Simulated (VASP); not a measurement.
Runs of VASP 6.6.1 on Br. The structure is that of space group Pm-3m (No. 221), or close to it. The cells are those of the table. 

| task | cell | cutoff (eV) | gap on the mesh (eV) | pressure (GPa) |
| --- | --- | --- | --- | --- |
| relaxation of cell and atoms | relaxed from a = 3.100 Å, 1 atom | 600 | none | 0.0 |
| single point | a = 3.084 Å, 1 atom | 520 | none | (a) |
| single point | a = 3.100 Å, 1 atom | 520 | none | 0.0 |
| single point | a = 3.115 Å, 1 atom | 520 | none | -0.4 |
| relaxation of cell and atoms | relaxed from a = 3.060 Å, 1 atom | 600 | none | 0.1 |

Alike in all rows: level PBE; potentials or basis VASP PAW PBE potentials, release 64 (Br); no spin polarisation; k mesh 13 × 13 × 13; smearing fermi-dirac 0.05 eV.

Question: Fill in the values left out.

Answer: (a) 0.5.

Caveats: an odd number of electrons without spin polarisation forces a metal; a magnetic or distorted state may lie lower; the relaxation stopped at its first step, so nothing moved (at least some runs).

A k mesh can miss the band edges, and the runs leave out spin-orbit coupling on Br.

A gap of «none» marks levels without a gap at the run's occupations.
